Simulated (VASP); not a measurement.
# BaTiO3 in VASP: single point with PBE+D4

Aim: the single point of BaTiO3 with PBE+D4.

All numbers are computed with VASP 6.6.1; they aren't measurements. Logs are shortened: lines on timing, memory, paths and dates and some standing lists are left out, and cuts for length are marked.

## Step 1: The cell of the first run

The typed cell holds 10 atoms: a = 3.994 Å, b = 3.994 Å, c = 8.172 Å, α = 90.00°, β = 90.00°, γ = 89.91°.

## Step 2: Single point, PBE+D4

Input file INCAR:

```
SYSTEM = BaTiO3
ALGO = Normal
EDIFF = 1E-6
ENCUT = 520
GGA = PE
ISIF = 2
ISMEAR = -1
IVDW = 13
LASPH = .True.
LCHARG = .True.
LELF = .True.
LREAL = .False.
LVHAR = .True.
LWAVE = .False.
NBANDS = 51
NELM = 60
PREC = Accurate
SIGMA = 0.05
```

Input file KPOINTS:

```
k-points
0
Gamma
  7 7 4
  0 0 0
```

Input file POSCAR:

```
BaTiO3
1.0
    3.9938744018      0.0030377718     -0.0000046791
    0.0030377718      3.9936122637     -0.0000022603
   -0.0000093582     -0.0000045206      8.1722822026
Ba Ti O
2 2 6
Direct
    0.4973775129      0.4973893575      0.2560711283
    0.5026226443      0.5026103520      0.7560727933
   -0.0134144979      0.9866441556      0.0140090771
    1.0134143822      1.0133528971      0.5140097179
    0.5105590834      1.0068504060      0.9954206192
    0.4894426751      0.9931501678      0.4954215015
    1.0068880617      0.5105024561      0.9954138874
    0.9931100793      0.4894979382      0.4954142888
    0.9996651624     -0.0003336642      0.2390832956
    0.0003348966      0.0003359439      0.7390836808
```

Potentials or basis: VASP PAW PBE potentials, release 64 (Ba_sv, Ti_sv, O).

Command:

```
$ cat potpaw_PBE.64/Ba_sv/POTCAR potpaw_PBE.64/Ti_sv/POTCAR potpaw_PBE.64/O/POTCAR > POTCAR
$ mpirun -np 1 vasp_std > vasp.out
```

OUTCAR:

```text
SYSTEM = BaTiO3
   EDIFF = 1E-6
   ENCUT = 520
   GGA = PE
   ISIF = 2
   ISMEAR = -1
   IVDW = 13
   LASPH = .True.
   LREAL = .False.
   NELM = 60
   PREC = Accurate

 ion  position               nearest neighbor table
   1  0.497  0.497  0.256-   8 2.78   6 2.78   6 2.81   8 2.81   9 2.82   9 2.83   9 2.83   9 2.84
                             7 2.89   5 2.89   5 2.95   7 2.95   3 3.40   3 3.45   3 3.45   4 3.45
   2  0.503  0.503  0.756-   7 2.78   5 2.78   5 2.81   7 2.81  10 2.82  10 2.83  10 2.83  10 2.84
                             8 2.89   6 2.89   6 2.95   8 2.95   4 3.40   4 3.45   4 3.45   3 3.45
   3  0.987  0.987  0.014-   9 1.84   5 1.91   7 1.91   7 2.10   5 2.10  10 2.25   1 3.40   1 3.45
                             1 3.45   2 3.45   1 3.50   2 3.52   2 3.52   2 3.60
   4  0.013  0.013  0.514-  10 1.84   6 1.91   8 1.91   8 2.10   6 2.10   9 2.25   2 3.40   2 3.45
                             2 3.45   1 3.45   2 3.50   1 3.52   1 3.52   1 3.60
   5  0.511  0.007  0.995-   3 1.91   3 2.10   2 2.78   2 2.81   1 2.89   1 2.95
   6  0.489  0.993  0.495-   4 1.91   4 2.10   1 2.78   1 2.81   2 2.89   2 2.95
   7  0.007  0.511  0.995-   3 1.91   3 2.10   2 2.78   2 2.81   1 2.89   1 2.95
   8  0.993  0.489  0.495-   4 1.91   4 2.10   1 2.78   1 2.81   2 2.89   2 2.95
   9  1.000  1.000  0.239-   3 1.84   4 2.25   1 2.82   1 2.83   1 2.83   1 2.84
  10  0.000  0.000  0.739-   4 1.84   3 2.25   2 2.82   2 2.83   2 2.83   2 2.84

  LATTYP: Found a simple monoclinic cell.
 ALAT       =     3.9936134191
 B/A-ratio  =     2.0463378262
 C/A-ratio  =     1.0000656393
 COS(beta)  =    -0.0015212645

  Lattice vectors:

 A1 = (   0.0030377718,   3.9936122637,  -0.0000022603)
 A2 = (   0.0000093582,   0.0000045206,  -8.1722822026)
 A3 = (  -3.9938744018,  -0.0030377718,   0.0000046791)

Analysis of symmetry for initial positions (statically):
=====================================================================
 Subroutine PRICEL returns:
 Original cell was already a primitive cell.

 Routine SETGRP: Setting up the symmetry group for a
 simple monoclinic supercell.

 Subroutine GETGRP returns: Found  2 space group operations
 (whereof  1 operations were pure point group operations)
 out of a pool of  4 trial point group operations.

The static configuration has the point symmetry C_1 .
 The point group associated with its full space group is C_2 .

Analysis of symmetry for dynamics (positions and initial velocities):
=====================================================================
 Subroutine PRICEL returns:
 Original cell was already a primitive cell.

 Routine SETGRP: Setting up the symmetry group for a
 simple monoclinic supercell.

 Subroutine GETGRP returns: Found  2 space group operations
 (whereof  1 operations were pure point group operations)
 out of a pool of  4 trial point group operations.

The dynamic configuration has the point symmetry C_1 .
 The point group associated with its full space group is C_2 .

 Subroutine INISYM returns: Found  2 space group operations
 (whereof  1 operations are pure point group operations),
 and found     1 'primitive' translations

----------------------------------------------------------------------------------------

                                     Primitive cell

  volume of cell :     130.3477

  direct lattice vectors                    reciprocal lattice vectors
     3.993874402  0.003037772 -0.000004679     0.250383582 -0.000190456  0.000000287
     0.003037772  3.993612264 -0.000002260    -0.000190456  0.250400017  0.000000138
    -0.000009358 -0.000004521  8.172282203     0.000000143  0.000000069  0.122364839

  length of vectors
     3.993875557  3.993613419  8.172282203     0.250383654  0.250400089  0.122364839

  position of ions in fractional coordinates (direct lattice)
     0.497377513  0.497389357  0.256071128
     0.502622644  0.502610352  0.756072793
     0.986585502  0.986644156  0.014009077
     0.013414382  0.013352897  0.514009718
     0.510559083  0.006850406  0.995420619
     0.489442675  0.993150168  0.495421501
     0.006888062  0.510502456  0.995413887
     0.993110079  0.489497938  0.495414289
     0.999665162  0.999666336  0.239083296
     0.000334897  0.000335944  0.739083681

  ion indices of the primitive-cell ions
   primitive index   ion index
                 1           1
                 2           2
                 3           3
                 4           4
                 5           5
                 6           6
                 7           7
                 8           8
                 9           9
                10          10

----------------------------------------------------------------------------------------

 KPOINTS: k-points

Automatic generation of k-mesh.
 Grid dimensions read from file:
 generate k-points for:    7    7    4

 Generating k-lattice:

  Cartesian coordinates                     Fractional coordinates (reciprocal lattice)
     0.035769083 -0.000027208  0.000000041     0.142857143  0.000000000  0.000000000
    -0.000027208  0.035771431  0.000000020    -0.000000000  0.142857143  0.000000000
     0.000000036  0.000000017  0.030591210    -0.000000000  0.000000000  0.250000000

  Length of vectors
     0.035769093  0.035771441  0.030591210

  Shift w.r.t. Gamma in fractional coordinates (k-lattice)
     0.000000000  0.000000000  0.000000000

 Subroutine IBZKPT returns following result:
 ===========================================

 Found     75 irreducible k-points:

 Following reciprocal coordinates:
            Coordinates               Weight
  0.000000  0.000000  0.000000      1.000000
  0.142857  0.000000  0.000000      2.000000
  0.285714 -0.000000 -0.000000      2.000000
  0.428571 -0.000000 -0.000000      2.000000
 -0.000000  0.142857 -0.000000      2.000000
  0.142857  0.142857  0.000000      2.000000
[... 16 lines left out ...]
 -0.428571  0.428571 -0.000000      2.000000
 -0.285714  0.428571  0.000000      2.000000
 [... further k-points ...]
   k-points           NKPTS =     75   k-points in BZ     NKDIM =     75   number of bands    NBANDS=     51
   number of dos      NEDOS =    301   number of ions     NIONS =     10
   total plane-waves  NPLWV =  57600
   dimension x,y,z NGX =    30 NGY =   30 NGZ =   64
   dimension x,y,z NGXF=    60 NGYF=   60 NGZF=  128
   ions per type =               2   2   6
   NGX,Y,Z   is equivalent  to a cutoff of  12.49, 12.49, 13.02 a.u.
   NGXF,Y,Z  is equivalent  to a cutoff of  24.98, 24.98, 26.04 a.u.
 SYSTEM =  BaTiO3
   PREC   = accura    normal or accurate (medium, high low for compatibility)
   ISTART =      0    job   : 0-new  1-cont  2-samecut
   ICHARG =      2    charge: 1-file 2-atom 10-const
   ISPIN  =      1    spin polarized calculation?
   LNONCOLLINEAR =      F non collinear calculations
   LSORBIT =      F    spin-orbit coupling
   LASPH  =      T    aspherical Exc in radial PAW
   ENCUT  =  520.0 eV  38.22 Ry    6.18 a.u.   7.43  7.43 15.20*2*pi/ulx,y,z
   NELM   =     60;   NELMIN=  2; NELMDL= -5     # of ELM steps
   EDIFF  = 0.1E-05   stopping-criterion for ELM
   LREAL  =      F    real-space projection
   EDIFFG = 0.1E-04   stopping-criterion for IOM
   NSW    =      0    number of steps for IOM
   IBRION =     -1    ionic relax: 0-MD 1-quasi-New 2-CG
   NFREE  =      0    steps in history (QN), initial steepest desc. (CG)
   ISIF   =      2    stress and relaxation
   ISYM   =      2    0-nonsym 1-usesym 2-fastsym
   POTIM  = 0.5000    time-step for ionic-motion
   TEBEG  =    0.0;   TEEND  =   0.0 temperature during run
   PSTRESS=    0.0 pullay stress
   NELECT =      80.0000    total number of electrons
   NUPDOWN=      -1.0000    fix difference up-down
   EMIN   =  10.00;   EMAX   =-10.00  energy-range for DOS
   EFERMI =   0.00;   METHOD = LEGACY
   ISMEAR =    -1;   SIGMA  =   0.05  broadening in eV -4-tet -1-fermi 0-gaus
   EFERMI_NEDOS =   21; number of points for ismear=-14 and -15
   IALGO  =     38    algorithm
   IMIX   =      4    mixing-type and parameters
     AMIX     =   0.40;   BMIX     =  1.00
     AMIX_MAG =   1.60;   BMIX_MAG =  1.00
  volume/ion in A,a.u.               =      13.03        87.96
  Fermi-wavevector in a.u.,A,eV,Ry     =   1.391245  2.629072 26.334938  1.935563
  Thomas-Fermi vector in A             =   2.515103
   LORBIT       =      0    0 simple, 1 ext, 2 COOP (PROOUT), +10 PAW based schemes
   GGA     = PE    functional components
   LHFCALC =     F    Hartree Fock is set to
   AEXX    =    0.0000 exact exchange contribution
   IVDW    =    13    specifies the selected vdW correction
   LEPSILON=     F    determine dielectric tensor
   LRPA    =     F    only Hartree local field effects (RPA)
 non-spin polarized calculation
  energy-cutoff  :      520.00
  volume of cell :      130.35
 maximum number of plane-waves:      3542
 NGX is ok and might be reduce to    30
   NGX = 15   NGY = 15   NGZ = 31

 number of electron      79.9999991 magnetization

 Free energy of the ion-electron system (eV)
  ---------------------------------------------------
  ext. energy  EPLUGINS =         0.00000000
  ---------------------------------------------------
  free energy    TOTEN  =       -80.03834802 eV

  energy without entropy =      -80.03834802  energy(sigma->0) =      -80.03834802

 E-fermi :   4.9288     XC(G=0): -11.1536

 val. band max:        3.6620290094   @ k =   0.4286   0.4286   0.2500
 cond. band min:       5.9216859423   @ k =   0.0000   0.0000   0.0000
 fundamental gap:      2.2596569329
 Fermi energy:         4.9288017772

 k-point     1 :       0.0000    0.0000    0.0000
  band No.  band energies     occupation
      1     -52.6818      2.00000
      2     -52.6807      2.00000
      3     -29.0146      2.00000
      4     -28.9733      2.00000
      5     -28.9106      2.00000
      6     -28.9101      2.00000
[... 43 lines left out ...]
     50       8.5875      0.00000
     51       8.8444      0.00000

 k-point     2 :       0.1429    0.0000    0.0000
  band No.  band energies     occupation
      1     -52.6816      2.00000
      2     -52.6805      2.00000
      3     -29.0140      2.00000
      4     -28.9729      2.00000
      5     -28.9206      2.00000
      6     -28.9187      2.00000
[... 43 lines left out ...]
     50       8.9795      0.00000
     51       9.2230      0.00000

 k-point     3 :       0.2857   -0.0000   -0.0000
  band No.  band energies     occupation
      1     -52.6812      2.00000
      2     -52.6801      2.00000
      3     -29.0125      2.00000
      4     -28.9720      2.00000
      5     -28.9433      2.00000
      6     -28.9408      2.00000
[... 43 lines left out ...]
     50       9.9079      0.00000
     51      10.1310      0.00000
[... 1027 lines left out ...]
 k-point    23 :      -0.4286    0.4286   -0.0000
  band No.  band energies     occupation
      1     -52.6798      2.00000
      2     -52.6787      2.00000
      3     -29.0088      2.00000
      4     -28.9693      2.00000
      5     -28.9584      2.00000
      6     -28.9580      2.00000
[... 43 lines left out ...]
     50      10.5264      0.00000
     51      11.3035      0.00000

 k-point    24 :      -0.2857    0.4286    0.0000
  band No.  band energies     occupation
      1     -52.6802      2.00000
      2     -52.6791      2.00000
      3     -29.0097      2.00000
      4     -28.9700      2.00000
      5     -28.9592      2.00000
      6     -28.9568      2.00000
[... 43 lines left out ...]
     50      10.8895      0.00000
     51      11.1759      0.00000

 [... further k-points ...]

------------------------ aborting loop because EDIFF is reached ----------------------------------------

  DFT-D4 for vdW energy calculation

  Edisp (eV):   -2.12633

  FORCE on cell =-STRESS in cart. coord.  units (eV):
  Direction    XX          YY          ZZ          XY          YZ          ZX
  --------------------------------------------------------------------------------------
  -------------------------------------------------------------------------------------
  Total       1.39652     1.39580     1.42249    -0.01592    -0.00000    -0.00000
  in kB      17.16536    17.15652    17.48465    -0.19570    -0.00002    -0.00004
  external pressure =       17.27 kB  Pullay stress =        0.00 kB

 VOLUME and BASIS-vectors are now :
 -----------------------------------------------------------------------------
  energy-cutoff  :      520.00
  volume of cell :      130.35
      direct lattice vectors                 reciprocal lattice vectors
     3.993874402  0.003037772 -0.000004679     0.250383582 -0.000190456  0.000000287
     0.003037772  3.993612264 -0.000002260    -0.000190456  0.250400017  0.000000138
    -0.000009358 -0.000004521  8.172282203     0.000000143  0.000000069  0.122364839

 POSITION                                       TOTAL-FORCE (eV/Angst)
 -----------------------------------------------------------------------------------
      1.98797      1.98789      2.09268         0.003237      0.003245     -0.034459
      2.00893      2.00875      6.17884        -0.003237     -0.003245     -0.034459
      3.94330      3.94327      0.11448         0.031808      0.031531     -0.061276
      0.05361      0.05336      4.20063        -0.031808     -0.031531     -0.061276
      2.03912      0.02890      8.13486        -0.033172     -0.004786      0.016731
      1.95778      3.96774      4.04872         0.033172      0.004786      0.016730
      0.02905      2.03877      8.13480        -0.004853     -0.032903      0.016751
      3.96784      1.95788      4.04866         0.004853      0.032903      0.016751
      3.99557      3.99532      1.95385        -0.001153     -0.001118      0.062254
      0.00133      0.00134      6.04000         0.001153      0.001118      0.062254
 -----------------------------------------------------------------------------------
    total drift:                               -0.010040     -0.027350     -0.000646

  FREE ENERGIE OF THE ION-ELECTRON SYSTEM (eV)
  ---------------------------------------------------
  free  energy   TOTEN  =       -82.1646768941 eV

  energy  without entropy=      -82.1646768940  energy(sigma->0) =      -82.16467689
```

Run time: 11 min. Hardware: 1 thread of Intel Xeon Platinum 8259CL at 2.50GHz (Skylake/Cascade Lake), shared host; peak memory 0.51 GiB.

Results:

* Free energy: -82.1647 eV
* Pressure: 1.7 GPa
* Largest force: 0.076 eV/Å
* Band gap on the k mesh: 2.26 eV
* Dispersion energy per atom: -0.213 eV

Forces on the atoms (eV/Å):
```
Ba   0.003  0.003 -0.034
Ba  -0.003 -0.003 -0.034
Ti   0.032  0.032 -0.061
Ti  -0.032 -0.032 -0.061
O   -0.033 -0.005  0.017
O    0.033  0.005  0.017
O   -0.005 -0.033  0.017
O    0.005  0.033  0.017
O   -0.001 -0.001  0.062
O    0.001  0.001  0.062
```

Levels at points of the mesh, in eV from the valence-band top:
```
           k point  band 36  band 37  band 38  band 39  band 40  band 41  band 42  band 43  band 44  band 45
(0.00, 0.00, 0.00)    -0.79    -0.67    -0.47    -0.45    -0.41     2.26     2.33     2.49     2.54     3.78
(0.00, 0.00, 0.50)    -1.26    -0.64    -0.64    -0.54    -0.54     2.33     2.33     3.15     3.15     3.16
```

Caveat: spin-orbit coupling is left out, which moves the levels of the heavy elements; an odd mesh through Γ misses points on the zone boundary, where band edges can lie.
